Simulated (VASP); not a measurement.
# SiHC (P4_2/mmc) in VASP: notebook

Runs on SiHC. Level: PBE. Tasks: single point, relaxation of cell and atoms.

All numbers are computed with VASP 6.6.1; they aren't measurements. Logs are shortened: lines on timing, memory, paths and dates and some standing lists are left out, and cuts for length are marked.

### 1 The cell of the first run

The structure is tetragonal, space group P4_2/mmc (No. 131). Conventional cell: a = 2.990 Å, b = 2.990 Å, c = 5.452 Å, α = 90.00°, β = 90.00°, γ = 90.00°. Within 2.8 Å of Si (site symmetry -4m2) lie 4 C at 2.02 Å and 8 H at 2.52 Å and 2 Si at 2.73 Å. H (site symmetry mmm) has 2 C at 1.50 Å within 2.0 Å. C (site symmetry mmm) has 2 H at 1.50 Å and 4 Si at 2.02 Å within 2.1 Å.

The cell was generated, and may not be a known phase.

### 2 Single point, PBE

File INCAR:

```
  PREC = Accurate
  ENCUT = 520
  EDIFF = 1E-6
  ISMEAR = 0
  SIGMA = 0.1
  LREAL = F
  LASPH = T
  NELM = 60
  ALGO = Normal
  ISIF = 2
  LWAVE = F
  LCHARG = T
  GGA = PE
  LELF = T
  LVHAR = T
  NBANDS = 18
```

File KPOINTS:

```
regular mesh
0
Gamma
  6 6 4
```

File POSCAR:

```
SiHC
1.0
    2.9902825451      0.0000000000      0.0000000000
    0.0000000000      2.9902825451      0.0000000000
    0.0000000000      0.0000000000      5.4515986278
Si H C
2 2 2
Direct
    0.0000000000      0.0000000000      0.7500000000
    0.0000000000      0.0000000000      0.2500000000
    0.5000000000      0.5000000000      0.0000000000
    0.5000000000      0.5000000000      0.5000000000
    0.5000000000      0.0000000000      0.5000000000
    0.0000000000      0.5000000000      0.0000000000
```

Potentials or basis: VASP PAW PBE potentials, release 64 (Si, H, C).

Run with:

```
cat potpaw_PBE.64/Si/POTCAR potpaw_PBE.64/H/POTCAR potpaw_PBE.64/C/POTCAR > POTCAR
mpirun -np 1 vasp_std > vasp.out
```

OUTCAR:

```text
PREC = Accurate
   ENCUT = 520
   EDIFF = 1E-6
   ISMEAR = 0
   LREAL = F
   LASPH = T
   NELM = 60
   ISIF = 2
   GGA = PE

 ion  position               nearest neighbor table
   1  0.000  0.000  0.750-   5 2.02   6 2.02   6 2.02   5 2.02   2 2.73   2 2.73
   2  0.000  0.000  0.250-   5 2.02   6 2.02   6 2.02   5 2.02   1 2.73   1 2.73
   3  0.500  0.500  0.000-
   4  0.500  0.500  0.500-
   5  0.500  0.000  0.500-   1 2.02   2 2.02   1 2.02   2 2.02
   6  0.000  0.500  0.000-   1 2.02   2 2.02   1 2.02   2 2.02

  LATTYP: Found a simple tetragonal cell.
 ALAT       =     2.9902825451
 C/A-ratio  =     1.8231048557

  Lattice vectors:

 A1 = (   2.9902825451,   0.0000000000,   0.0000000000)
 A2 = (   0.0000000000,   2.9902825451,   0.0000000000)
 A3 = (   0.0000000000,   0.0000000000,   5.4515986278)

Analysis of symmetry for initial positions (statically):
=====================================================================
 Subroutine PRICEL returns:
 Original cell was already a primitive cell.

 Routine SETGRP: Setting up the symmetry group for a
 simple tetragonal supercell.

 Subroutine GETGRP returns: Found 16 space group operations
 (whereof  8 operations were pure point group operations)
 out of a pool of 16 trial point group operations.

The static configuration has the point symmetry D_2h.
 The point group associated with its full space group is D_4h.

Analysis of symmetry for dynamics (positions and initial velocities):
=====================================================================
 Subroutine PRICEL returns:
 Original cell was already a primitive cell.

 Routine SETGRP: Setting up the symmetry group for a
 simple tetragonal supercell.

 Subroutine GETGRP returns: Found 16 space group operations
 (whereof  8 operations were pure point group operations)
 out of a pool of 16 trial point group operations.

The dynamic configuration has the point symmetry D_2h.
 The point group associated with its full space group is D_4h.

 Subroutine INISYM returns: Found 16 space group operations
 (whereof  8 operations are pure point group operations),
 and found     1 'primitive' translations

----------------------------------------------------------------------------------------

                                     Primitive cell

  volume of cell :      48.7470

  direct lattice vectors                    reciprocal lattice vectors
     2.990282545  0.000000000  0.000000000     0.334416559  0.000000000  0.000000000
     0.000000000  2.990282545  0.000000000     0.000000000  0.334416559  0.000000000
     0.000000000  0.000000000  5.451598628     0.000000000  0.000000000  0.183432433

  length of vectors
     2.990282545  2.990282545  5.451598628     0.334416559  0.334416559  0.183432433

  position of ions in fractional coordinates (direct lattice)
     0.000000000  0.000000000  0.750000000
     0.000000000  0.000000000  0.250000000
     0.500000000  0.500000000  0.000000000
     0.500000000  0.500000000  0.500000000
     0.500000000  0.000000000  0.500000000
     0.000000000  0.500000000  0.000000000

  ion indices of the primitive-cell ions
   primitive index   ion index
                 1           1
                 2           2
                 3           3
                 4           4
                 5           5
                 6           6

----------------------------------------------------------------------------------------

 KPOINTS: regular mesh

Automatic generation of k-mesh.
 Grid dimensions read from file:
 generate k-points for:    6    6    4

 Generating k-lattice:

  Cartesian coordinates                     Fractional coordinates (reciprocal lattice)
     0.055736093  0.000000000  0.000000000     0.166666667  0.000000000  0.000000000
     0.000000000  0.055736093  0.000000000     0.000000000  0.166666667  0.000000000
     0.000000000  0.000000000  0.045858108     0.000000000  0.000000000  0.250000000

  Length of vectors
     0.055736093  0.055736093  0.045858108

  Shift w.r.t. Gamma in fractional coordinates (k-lattice)
     0.000000000  0.000000000  0.000000000

 Subroutine IBZKPT returns following result:
 ===========================================

 Found     30 irreducible k-points:

 Following reciprocal coordinates:
            Coordinates               Weight
  0.000000  0.000000  0.000000      1.000000
  0.166667  0.000000  0.000000      4.000000
  0.333333  0.000000  0.000000      4.000000
  0.500000  0.000000  0.000000      2.000000
  0.166667  0.166667  0.000000      4.000000
  0.333333  0.166667  0.000000      8.000000
[... 16 lines left out ...]
  0.333333  0.000000  0.500000      4.000000
  0.500000  0.000000  0.500000      2.000000
 [... further k-points ...]
   k-points           NKPTS =     30   k-points in BZ     NKDIM =     30   number of bands    NBANDS=     18
   number of dos      NEDOS =    301   number of ions     NIONS =      6
   total plane-waves  NPLWV =  24192
   dimension x,y,z NGX =    24 NGY =   24 NGZ =   42
   dimension x,y,z NGXF=    48 NGYF=   48 NGZF=   84
   ions per type =               2   2   2
   NGX,Y,Z   is equivalent  to a cutoff of  13.34, 13.34, 12.81 a.u.
   NGXF,Y,Z  is equivalent  to a cutoff of  26.69, 26.69, 25.62 a.u.
 SYSTEM =  unknown system
   PREC   = accura    normal or accurate (medium, high low for compatibility)
   ISTART =      0    job   : 0-new  1-cont  2-samecut
   ICHARG =      2    charge: 1-file 2-atom 10-const
   ISPIN  =      1    spin polarized calculation?
   LNONCOLLINEAR =      F non collinear calculations
   LSORBIT =      F    spin-orbit coupling
   LASPH  =      T    aspherical Exc in radial PAW
   ENCUT  =  520.0 eV  38.22 Ry    6.18 a.u.   5.56  5.56 10.14*2*pi/ulx,y,z
   NELM   =     60;   NELMIN=  2; NELMDL= -5     # of ELM steps
   EDIFF  = 0.1E-05   stopping-criterion for ELM
   LREAL  =      F    real-space projection
   EDIFFG = 0.1E-04   stopping-criterion for IOM
   NSW    =      0    number of steps for IOM
   IBRION =     -1    ionic relax: 0-MD 1-quasi-New 2-CG
   NFREE  =      0    steps in history (QN), initial steepest desc. (CG)
   ISIF   =      2    stress and relaxation
   ISYM   =      2    0-nonsym 1-usesym 2-fastsym
   POTIM  = 0.5000    time-step for ionic-motion
   TEBEG  =    0.0;   TEEND  =   0.0 temperature during run
   PSTRESS=    0.0 pullay stress
   NELECT =      18.0000    total number of electrons
   NUPDOWN=      -1.0000    fix difference up-down
   EMIN   =  10.00;   EMAX   =-10.00  energy-range for DOS
   EFERMI =   0.00;   METHOD = LEGACY
   ISMEAR =     0;   SIGMA  =   0.10  broadening in eV -4-tet -1-fermi 0-gaus
   EFERMI_NEDOS =   21; number of points for ismear=-14 and -15
   IALGO  =     38    algorithm
   IMIX   =      4    mixing-type and parameters
     AMIX     =   0.40;   BMIX     =  1.00
     AMIX_MAG =   1.60;   BMIX_MAG =  1.00
  volume/ion in A,a.u.               =       8.12        54.83
  Fermi-wavevector in a.u.,A,eV,Ry     =   1.174491  2.219465 18.768261  1.379428
  Thomas-Fermi vector in A             =   2.310887
   LORBIT       =      0    0 simple, 1 ext, 2 COOP (PROOUT), +10 PAW based schemes
   GGA     = PE    functional components
   LHFCALC =     F    Hartree Fock is set to
   AEXX    =    0.0000 exact exchange contribution
   IVDW    =     0    specifies the selected vdW correction
   LEPSILON=     F    determine dielectric tensor
   LRPA    =     F    only Hartree local field effects (RPA)
 non-spin polarized calculation
 Gauss-broadening in eV      SIGMA  =   0.10
  energy-cutoff  :      520.00
  volume of cell :       48.75
 maximum number of plane-waves:      1333
 NGX is ok and might be reduce to    24
   NGX = 11   NGY = 11   NGZ = 21

 number of electron      18.0000001 magnetization

 Free energy of the ion-electron system (eV)
  ---------------------------------------------------
  ext. energy  EPLUGINS =         0.00000000
  ---------------------------------------------------
  free energy    TOTEN  =       -30.69364970 eV

  energy without entropy =      -30.69203286  energy(sigma->0) =      -30.69284128

 E-fermi :   9.2966     XC(G=0): -11.3181

 val. band max:        9.2767321623   @ k =   0.0000   0.0000   0.2500
 cond. band min:       9.4466898621   @ k =   0.1667   0.0000   0.5000
 fundamental gap:      0.1699576998
 Fermi energy:         9.2965861090

 k-point     1 :       0.0000    0.0000    0.0000
  band No.  band energies     occupation
      1      -8.3397      2.00000
      2      -5.4924      2.00000
      3      -2.0847      2.00000
      4       5.0614      2.00000
      5       5.0614      2.00000
      6       5.4623      2.00000
[... 10 lines left out ...]
     17      16.4041      0.00000
     18      18.5708      0.00000

 k-point     2 :       0.1667    0.0000    0.0000
  band No.  band energies     occupation
      1      -7.9528      2.00000
      2      -5.1988      2.00000
      3      -1.6858      2.00000
      4       2.4131      2.00000
      5       4.5770      2.00000
      6       5.1289      2.00000
[... 10 lines left out ...]
     17      16.8390      0.00000
     18      17.4969      0.00000

 k-point     3 :       0.3333    0.0000    0.0000
  band No.  band energies     occupation
      1      -6.8359      2.00000
      2      -4.5911      2.00000
      3      -0.5376      2.00000
      4      -0.4506      2.00000
      5       1.4767      2.00000
      6       3.6978      2.00000
[... 10 lines left out ...]
     17      17.9767      0.00000
     18      18.0325      0.00000

 k-point     4 :       0.5000    0.0000    0.0000
  band No.  band energies     occupation
      1      -5.4285      2.00000
      2      -5.0396      2.00000
      3      -0.8316      2.00000
      4      -0.5733      2.00000
      5       0.7610      2.00000
      6       2.1043      2.00000
[... 375 lines left out ...]
      4       1.6649      2.00000
      5       3.6138      2.00000
      6       3.6437      2.00000
[... 10 lines left out ...]
     17      16.5838      0.00000
     18      16.8892      0.00000

 k-point    23 :       0.3333    0.0000    0.5000
  band No.  band energies     occupation
      1      -5.9947      2.00000
      2      -5.9092      2.00000
      3      -0.7576      2.00000
      4       0.0684      2.00000
      5       2.9864      2.00000
      6       3.2215      2.00000
[... 10 lines left out ...]
     17      17.3891      0.00000
     18      17.9454      0.00000

 k-point    24 :       0.5000    0.0000    0.5000
  band No.  band energies     occupation
      1      -5.1583      2.00000
      2      -4.8867      2.00000
      3      -2.3743      2.00000
      4      -1.4913      2.00000
      5       3.5696      2.00000
      6       3.8154      2.00000
[... 10 lines left out ...]
     17      17.7169      0.00000
     18      18.5472      0.00000

 [... further k-points ...]
[... 5 lines left out ...]
  --------------------------------------------------------------------------------------
  -------------------------------------------------------------------------------------
  Total       -0.0311090     -0.0311090      0.0455979     -0.0000000      0.0000000      0.0000000
  in kB       -1.0224660     -1.0224660      1.4986741     -0.0000000      0.0000000      0.0000000
  external PRESSURE =      -0.1820860 kB  Pullay stress =       0.0000000 kB

 VOLUME and BASIS-vectors are now :
 -----------------------------------------------------------------------------
  energy-cutoff  :      520.00
  volume of cell :       48.75
      direct lattice vectors                 reciprocal lattice vectors
     2.990282545  0.000000000  0.000000000     0.334416559  0.000000000  0.000000000
     0.000000000  2.990282545  0.000000000     0.000000000  0.334416559  0.000000000
     0.000000000  0.000000000  5.451598628     0.000000000  0.000000000  0.183432433

 POSITION                                       TOTAL-FORCE (eV/Angst)
 -----------------------------------------------------------------------------------
      0.00000      0.00000      4.08870         0.000000     -0.000000      0.000000
      0.00000      0.00000      1.36290         0.000000      0.000000     -0.000000
      1.49514      1.49514      0.00000         0.000000     -0.000000      0.000000
      1.49514      1.49514      2.72580         0.000000     -0.000000      0.000000
      1.49514      0.00000      2.72580         0.000000     -0.000000      0.000000
      0.00000      1.49514      0.00000         0.000000     -0.000000      0.000000
 -----------------------------------------------------------------------------------
    total drift:                                0.000000     -0.000000     -0.000000

  FREE ENERGIE OF THE ION-ELECTRON SYSTEM (eV)
  ---------------------------------------------------
  free  energy   TOTEN  =       -30.6936497016 eV

  energy  without entropy=      -30.6920328639  energy(sigma->0) =      -30.69284128
```

Run time: 34 s. Hardware: 1 thread of Intel Xeon 8259CL, shared host; peak memory 0.16 GiB.

Results:

| Quantity | Value |
| --- | --- |
| Free energy | -30.6936 eV |
| Pressure | 0.0 GPa |
| Band gap on the k mesh | zero (bands 9 and 10 overlap by 3.61 eV) |

(Part 1 of 2 ends here.)

The gap in the log of VASP goes by the Fermi energy; the results here count the filled bands.